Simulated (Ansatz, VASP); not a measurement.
**Sc3Al in VASP and in Ansatz**

```
CELL_PARAMETERS angstrom
4.44042 0.00000 0.00000
0.00000 4.44042 0.00000
0.00000 0.00000 4.30917
ATOMIC_POSITIONS crystal
Sc 0.50000 0.00000 0.50000
Sc 0.00000 0.50000 0.50000
Sc 0.50000 0.50000 0.00000
Al 0.00000 0.00000 0.00000
```

Change from the starting cell: strain +0.015 along x and y, -0.015 along z, atoms carried along.

Alike in both runs: task single point; functional PBEsol; k mesh 12 × 12 × 12; occupations gaussian, width 0.15 eV; no spin polarisation.

```csv
,VASP,Ansatz
version,VASP 6.6.1,Ansatz 0.2.0
potentials or method,"VASP PAW PBE potentials, release 64 (Sc_sv, Al), cutoff 520 eV","scalar-relativistic, plane waves, PAW"
valence electrons in the cell,36,36
```

|  | VASP | Ansatz | Ansatz less VASP |
| --- | --- | --- | --- |
| gap on the k mesh at the Fermi level (eV) | none | none | - |
| pressure (GPa) | -0.9 | -0.9 | -0.08 |
| traceless stress, the component that is largest in VASP (GPa) | 1.24 | 1.24 | -0.001 |

VASP's potentials were made for PBE, not for PBEsol. A gap of «none» marks a metal or a gap that the smearing closes. With one functional, cell and mesh, what is left measures potentials, basis and numerics.
